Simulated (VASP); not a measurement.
# TlCl (Pm-3m) in VASP: a series of runs

The runs below take TlCl through single point, with r2SCAN, PBE-based screened hybrid with 75 % exact exchange.

Everything below comes from runs of VASP 6.6.1. Logs are shortened: lines on timing, memory, paths and dates and some standing lists are left out, and cuts for length are marked.

### 1 The cell of the first run

Symmetry: Pm-3m, No. 221, cubic system. Conventional cell: a = 3.839 Å, b = 3.839 Å, c = 3.839 Å, α = 90.00°, β = 90.00°, γ = 90.00°. Tl (site symmetry m-3m) has 8 Cl at 3.32 Å and 6 Tl at 3.84 Å within 4.4 Å. Cl (site symmetry m-3m) has 8 Tl at 3.32 Å and 6 Cl at 3.84 Å within 4.4 Å.

### 2 Single point, r2SCAN

File POSCAR:

```
TlCl
1.0
    3.8388256296      0.0000000000      0.0000000000
    0.0000000000      3.8388256296      0.0000000000
    0.0000000000      0.0000000000      3.8388256296
Tl Cl
1 1
Direct
    0.0000000000      0.0000000000      0.0000000000
    0.5000000000      0.5000000000      0.5000000000
```

File INCAR.step1:

```
ALGO = Normal
EDIFF = 1E-5
ENCUT = 550
GGA = PE
GGA_COMPAT = False
ISMEAR = 0
LASPH = True
LCHARG = False
LREAL = False
LWAVE = True
NBANDS = 17
NELM = 120
PREC = Accurate
SIGMA = 0.01
```

File INCAR.step2:

```
ALGO = Normal
EDIFF = 1E-6
ENCUT = 550
GGA_COMPAT = False
ISIF = 2
ISMEAR = 0
ISTART = 1
LASPH = True
LCHARG = False
LMIXTAU = True
LREAL = False
LWAVE = False
METAGGA = R2SCAN
NBANDS = 17
NELM = 120
PREC = Accurate
SIGMA = 0.01
```

File KPOINTS:

```
k-points
0
Gamma
  4 4 4
```

Potentials or basis: VASP PAW PBE potentials, release 64 (Tl_d, Cl).

On the command line:

```console
$ cat potpaw_PBE.64/Tl_d/POTCAR potpaw_PBE.64/Cl/POTCAR > POTCAR
$ cp INCAR.step1 INCAR
$ mpirun -np 1 vasp_std > vasp.out
$ cp INCAR.step2 INCAR
$ mpirun -np 1 vasp_std > vasp.out
```

OUTCAR:

```text
EDIFF = 1E-6
   ENCUT = 550
   ISIF = 2
   ISMEAR = 0
   ISTART = 1
   LASPH = True
   LREAL = False
   METAGGA = R2SCAN
   NELM = 120
   PREC = Accurate

 ion  position               nearest neighbor table
   1  0.000  0.000  0.000-   2 3.32   2 3.32   2 3.32   2 3.32   2 3.32   2 3.32   2 3.32   2 3.32

   2  0.500  0.500  0.500-   1 3.32   1 3.32   1 3.32   1 3.32   1 3.32   1 3.32   1 3.32   1 3.32

  LATTYP: Found a simple cubic cell.
 ALAT       =     3.8388256296

  Lattice vectors:

 A1 = (   3.8388256296,   0.0000000000,   0.0000000000)
 A2 = (   0.0000000000,   3.8388256296,   0.0000000000)
 A3 = (   0.0000000000,   0.0000000000,   3.8388256296)

Analysis of symmetry for initial positions (statically):
=====================================================================
 Subroutine PRICEL returns:
 Original cell was already a primitive cell.

 Routine SETGRP: Setting up the symmetry group for a
 simple cubic supercell.

 Subroutine GETGRP returns: Found 48 space group operations
 (whereof 48 operations were pure point group operations)
 out of a pool of 48 trial point group operations.

The static configuration has the point symmetry O_h .

Analysis of symmetry for dynamics (positions and initial velocities):
=====================================================================
 Subroutine PRICEL returns:
 Original cell was already a primitive cell.

 Routine SETGRP: Setting up the symmetry group for a
 simple cubic supercell.

 Subroutine GETGRP returns: Found 48 space group operations
 (whereof 48 operations were pure point group operations)
 out of a pool of 48 trial point group operations.

The dynamic configuration has the point symmetry O_h .

 Subroutine INISYM returns: Found 48 space group operations
 (whereof 48 operations are pure point group operations),
 and found     1 'primitive' translations

----------------------------------------------------------------------------------------

                                     Primitive cell

  volume of cell :      56.5712

  direct lattice vectors                    reciprocal lattice vectors
     3.838825630  0.000000000  0.000000000     0.260496333  0.000000000  0.000000000
     0.000000000  3.838825630  0.000000000     0.000000000  0.260496333  0.000000000
     0.000000000  0.000000000  3.838825630     0.000000000  0.000000000  0.260496333

  length of vectors
     3.838825630  3.838825630  3.838825630     0.260496333  0.260496333  0.260496333

  position of ions in fractional coordinates (direct lattice)
     0.000000000  0.000000000  0.000000000
     0.500000000  0.500000000  0.500000000

  ion indices of the primitive-cell ions
   primitive index   ion index
                 1           1
                 2           2

----------------------------------------------------------------------------------------

 KPOINTS: k-points

Automatic generation of k-mesh.
 Grid dimensions read from file:
 generate k-points for:    4    4    4

 Generating k-lattice:

  Cartesian coordinates                     Fractional coordinates (reciprocal lattice)
     0.065124083  0.000000000  0.000000000     0.250000000  0.000000000  0.000000000
     0.000000000  0.065124083  0.000000000     0.000000000  0.250000000  0.000000000
     0.000000000  0.000000000  0.065124083     0.000000000  0.000000000  0.250000000

  Length of vectors
     0.065124083  0.065124083  0.065124083

  Shift w.r.t. Gamma in fractional coordinates (k-lattice)
     0.000000000  0.000000000  0.000000000

 Subroutine IBZKPT returns following result:
 ===========================================

 Found     10 irreducible k-points:

 Following reciprocal coordinates:
            Coordinates               Weight
  0.000000  0.000000  0.000000      1.000000
  0.250000  0.000000  0.000000      6.000000
  0.500000  0.000000  0.000000      3.000000
  0.250000  0.250000  0.000000     12.000000
  0.500000  0.250000  0.000000     12.000000
  0.500000  0.500000  0.000000      3.000000
  0.250000  0.250000  0.250000      8.000000
  0.500000  0.250000  0.250000     12.000000
  0.500000  0.500000  0.250000      6.000000
  0.500000  0.500000  0.500000      1.000000
   k-points           NKPTS =     10   k-points in BZ     NKDIM =     10   number of bands    NBANDS=     17
   number of dos      NEDOS =    301   number of ions     NIONS =      2
   total plane-waves  NPLWV =  27000
   dimension x,y,z NGX =    30 NGY =   30 NGZ =   30
   dimension x,y,z NGXF=    60 NGYF=   60 NGZF=   60
   ions per type =               1   1
   NGX,Y,Z   is equivalent  to a cutoff of  12.99, 12.99, 12.99 a.u.
   NGXF,Y,Z  is equivalent  to a cutoff of  25.98, 25.98, 25.98 a.u.
 SYSTEM =  unknown system
   PREC   = accura    normal or accurate (medium, high low for compatibility)
   ISTART =      1    job   : 0-new  1-cont  2-samecut
   ICHARG =      0    charge: 1-file 2-atom 10-const
   ISPIN  =      1    spin polarized calculation?
   LNONCOLLINEAR =      F non collinear calculations
   LSORBIT =      F    spin-orbit coupling
   LASPH  =      T    aspherical Exc in radial PAW
   ENCUT  =  550.0 eV  40.42 Ry    6.36 a.u.   7.34  7.34  7.34*2*pi/ulx,y,z
   NELM   =    120;   NELMIN=  2; NELMDL=  0     # of ELM steps
   EDIFF  = 0.1E-05   stopping-criterion for ELM
   LREAL  =      F    real-space projection
[... 7 lines left out ...]
   TEBEG  =    0.0;   TEEND  =   0.0 temperature during run
   PSTRESS=    0.0 pullay stress
   NELECT =      20.0000    total number of electrons
   NUPDOWN=      -1.0000    fix difference up-down
   EMIN   =  10.00;   EMAX   =-10.00  energy-range for DOS
   EFERMI =   0.00;   METHOD = LEGACY
   ISMEAR =     0;   SIGMA  =   0.01  broadening in eV -4-tet -1-fermi 0-gaus
   EFERMI_NEDOS =   21; number of points for ismear=-14 and -15
   IALGO  =     38    algorithm
   IMIX   =      4    mixing-type and parameters
     AMIX     =   0.40;   BMIX     =  1.00
     AMIX_MAG =   1.60;   BMIX_MAG =  1.00
  volume/ion in A,a.u.               =      28.29       190.88
  Fermi-wavevector in a.u.,A,eV,Ry     =   1.157586  2.187520 18.231867  1.340004
  Thomas-Fermi vector in A             =   2.294196
   LORBIT       =      0    0 simple, 1 ext, 2 COOP (PROOUT), +10 PAW based schemes
   METAGGA = R2SCAN    functional components
   LHFCALC =     F    Hartree Fock is set to
   AEXX    =    0.0000 exact exchange contribution
   IVDW    =     0    specifies the selected vdW correction
   LEPSILON=     F    determine dielectric tensor
   LRPA    =     F    only Hartree local field effects (RPA)
 non-spin polarized calculation
 Gauss-broadening in eV      SIGMA  =   0.01
  energy-cutoff  :      550.00
  volume of cell :       56.57
 maximum number of plane-waves:      1674
 NGX is ok and might be reduce to    30
   NGX = 15   NGY = 15   NGZ = 15

 number of electron      20.0000005 magnetization

 Free energy of the ion-electron system (eV)
  ---------------------------------------------------
  ext. energy  EPLUGINS =         0.00000000
  ---------------------------------------------------
  free energy    TOTEN  =       -61.54421675 eV

  energy without entropy =      -61.54421675  energy(sigma->0) =      -61.54421675

 E-fermi :   2.4630     XC(G=0):  -9.6082

 val. band max:        2.3826527503   @ k =   0.5000   0.0000   0.0000
 cond. band min:       4.8950958982   @ k =   0.5000   0.0000   0.0000
 fundamental gap:      2.5124431478
 Fermi energy:         2.4630061037

 k-point     1 :       0.0000    0.0000    0.0000
  band No.  band energies     occupation
      1     -12.0024      2.00000
      2      -7.8933      2.00000
      3      -7.8933      2.00000
      4      -7.6450      2.00000
      5      -7.6450      2.00000
      6      -7.6450      2.00000
[... 9 lines left out ...]
     16      15.6396      0.00000
     17      17.3185      0.00000

 k-point     2 :       0.2500    0.0000    0.0000
  band No.  band energies     occupation
      1     -11.8830      2.00000
      2      -7.8864      2.00000
      3      -7.8064      2.00000
      4      -7.6850      2.00000
      5      -7.6850      2.00000
      6      -7.6413      2.00000
[... 9 lines left out ...]
     16      16.2937      0.00000
     17      17.2923      0.00000

 k-point     3 :       0.5000    0.0000    0.0000
  band No.  band energies     occupation
      1     -11.7558      2.00000
      2      -7.8796      2.00000
      3      -7.7247      2.00000
      4      -7.7243      2.00000
      5      -7.7243      2.00000
      6      -7.6377      2.00000
[... 9 lines left out ...]
     16      17.0973      0.00000
     17      17.2884      0.00000

 k-point     4 :       0.2500    0.2500    0.0000
  band No.  band energies     occupation
      1     -11.7940      2.00000
      2      -7.8427      2.00000
      3      -7.7485      2.00000
      4      -7.6944      2.00000
      5      -7.6816      2.00000
      6      -7.6734      2.00000
[... 9 lines left out ...]
     16      14.9401      0.00000
     17      15.3585      0.00000

 k-point     5 :       0.5000    0.2500    0.0000
  band No.  band energies     occupation
      1     -11.7016      2.00000
      2      -7.8261      2.00000
      3      -7.7131      2.00000
      4      -7.6990      2.00000
      5      -7.6700      2.00000
      6      -7.6660      2.00000
[... 9 lines left out ...]
     16      15.4432      0.00000
     17      16.2679      0.00000

 k-point     6 :       0.5000    0.5000    0.0000
  band No.  band energies     occupation
      1     -11.6465      2.00000
      2      -7.7969      2.00000
      3      -7.7020      2.00000
      4      -7.7020      2.00000
      5      -7.6672      2.00000
      6      -7.5850      2.00000
[... 9 lines left out ...]
     16      14.4773      0.00000
     17      14.5697      0.00000

 k-point     7 :       0.2500    0.2500    0.2500
  band No.  band energies     occupation
      1     -11.7127      2.00000
      2      -7.7461      2.00000
      3      -7.7461      2.00000
      4      -7.7201      2.00000
      5      -7.7201      2.00000
      6      -7.6661      2.00000
[... 9 lines left out ...]
     16      15.1975      0.00000
     17      17.8295      0.00000

 k-point     8 :       0.5000    0.2500    0.2500
  band No.  band energies     occupation
      1     -11.6285      2.00000
      2      -7.7725      2.00000
      3      -7.7368      2.00000
      4      -7.7185      2.00000
      5      -7.6851      2.00000
      6      -7.6438      2.00000
[... 9 lines left out ...]
     16      14.8555      0.00000
     17      18.6804      0.00000

 k-point     9 :       0.5000    0.5000    0.2500
  band No.  band energies     occupation
      1     -11.5527      2.00000
      2      -7.7634      2.00000
      3      -7.7634      2.00000
      4      -7.7412      2.00000
      5      -7.6890      2.00000
      6      -7.5830      2.00000
[... 9 lines left out ...]
     16      15.3280      0.00000
     17      19.1075      0.00000

 k-point    10 :       0.5000    0.5000    0.5000
  band No.  band energies     occupation
      1     -11.4530      2.00000
      2      -7.8225      2.00000
      3      -7.8225      2.00000
      4      -7.8225      2.00000
      5      -7.5810      2.00000
      6      -7.5810      2.00000
[... 9 lines left out ...]
     16      16.0949      0.00000
     17      20.1727      0.00000

------------------------ aborting loop because EDIFF is reached ----------------------------------------

  FORCE on cell =-STRESS in cart. coord.  units (eV):
  Direction    XX          YY          ZZ          XY          YZ          ZX
  --------------------------------------------------------------------------------------
  -------------------------------------------------------------------------------------
  Total        0.0021847      0.0021847      0.0021847     -0.0000000      0.0000000      0.0000000
  in kB        0.0618751      0.0618751      0.0618751     -0.0000000      0.0000000      0.0000000
  external PRESSURE =       0.0618751 kB  Pullay stress =       0.0000000 kB

 VOLUME and BASIS-vectors are now :
 -----------------------------------------------------------------------------
  energy-cutoff  :      550.00
  volume of cell :       56.57
      direct lattice vectors                 reciprocal lattice vectors
     3.838825630  0.000000000  0.000000000     0.260496333  0.000000000  0.000000000
     0.000000000  3.838825630  0.000000000     0.000000000  0.260496333  0.000000000
     0.000000000  0.000000000  3.838825630     0.000000000  0.000000000  0.260496333

 POSITION                                       TOTAL-FORCE (eV/Angst)
 -----------------------------------------------------------------------------------
      0.00000      0.00000      0.00000         0.000000      0.000000      0.000000
      1.91941      1.91941      1.91941         0.000000      0.000000      0.000000
 -----------------------------------------------------------------------------------
    total drift:                                0.000000     -0.000000     -0.000000

  FREE ENERGIE OF THE ION-ELECTRON SYSTEM (eV)
  ---------------------------------------------------
  free  energy   TOTEN  =       -61.5442167501 eV

  energy  without entropy=      -61.5442167501  energy(sigma->0) =      -61.54421675
```

Run time: 55 s. Hardware: 1 thread of Intel Xeon 8259CL, shared host; peak memory 0.17 GiB.

Results:

```
Free energy            : -61.5442 eV
Pressure               : 0.0 GPa
Band gap on the k mesh : 2.51 eV
```

Levels at points of the mesh, in eV from the valence-band top:
| k point | band 7 | band 8 | band 9 | band 10 | band 11 | band 12 | band 13 | band 14 |
| --- | --- | --- | --- | --- | --- | --- | --- | --- |
| (0.00, 0.00, 0.00) | -4.50 | -1.59 | -1.59 | -1.59 | 8.33 | 8.33 | 8.33 | 8.38 |
| (0.50, 0.00, 0.00) | -5.48 | -1.16 | -1.16 | 0.00 | 2.51 | 7.05 | 7.05 | 9.36 |
| (0.50, 0.50, 0.00) | -3.33 | -3.03 | -3.03 | -1.12 | 5.30 | 5.30 | 8.96 | 9.06 |
| (0.50, 0.50, 0.50) | -2.13 | -2.10 | -2.10 | -2.10 | 2.93 | 2.93 | 2.93 | 13.71 |

Caveat: the PAW data sets were made with another functional, which shifts forces and pressure a little; spin-orbit coupling is left out, which moves the levels of the heavy elements. A k mesh can miss the band edges.

### 3 Single point, PBE-based screened hybrid with 75 % exact exchange

POSCAR is that of step 2.

File INCAR.step1:

```
  PREC = Accurate
  ENCUT = 400
  EDIFF = 1E-5
  ISMEAR = 0
  SIGMA = 0.01
  LREAL = F
  LASPH = T
  NELM = 120
  ALGO = Normal
  ISIF = 2
  LWAVE = T
  LCHARG = F
  NBANDS = 17
  GGA = PE
  GGA_COMPAT = F
```

File INCAR.step2:

```
  PREC = Accurate
  ENCUT = 400
  EDIFF = 1E-6
  ISMEAR = 0
  SIGMA = 0.01
  LREAL = F
  LASPH = T
  NELM = 120
  ALGO = Normal
  ISIF = 2
  LWAVE = F
  LCHARG = F
  GGA = PE
  LHFCALC = T
  AEXX = 0.75
  HFSCREEN = 0.2078
  PRECFOCK = Normal
  NBANDS = 17
  ISTART = 1
  GGA_COMPAT = F
```

File KPOINTS:

```
Automatic mesh
0
Gamma
  4 4 4
```

Potentials or basis: VASP PAW PBE potentials, release 64 (Tl_d, Cl).

On the command line:

```console
$ cat potpaw_PBE.64/Tl_d/POTCAR potpaw_PBE.64/Cl/POTCAR > POTCAR
$ cp INCAR.step1 INCAR
$ mpirun -np 1 vasp_std > vasp.out
$ cp INCAR.step2 INCAR
$ mpirun -np 1 vasp_std > vasp.out
```

Run time: 13 min. Hardware: 1 thread of Intel Xeon 8259CL, shared host; peak memory 0.26 GiB.

Results (log left out):

* Free energy: -9.7590 eV
* Pressure: 0.2 GPa
* Band gap on the k mesh: 4.48 eV

Levels at points of the mesh, in eV from the valence-band top:
```tsv
k point	band 8	band 9	band 10	band 11	band 12	band 13
(0.00, 0.00, 0.00)	-2.69	-2.69	-2.69	10.62	10.62	11.33
(0.50, 0.00, 0.00)	-2.22	-2.22	0.00	4.48	9.72	9.72
(0.50, 0.50, 0.00)	-4.35	-3.31	-2.15	7.71	7.71	11.38
(0.50, 0.50, 0.50)	-3.39	-3.39	-1.69	4.96	4.96	4.96
```

Caveat: the PAW data sets were made with another functional, which shifts forces and pressure a little; spin-orbit coupling is left out, which moves the levels of the heavy elements. A k mesh can miss the band edges.
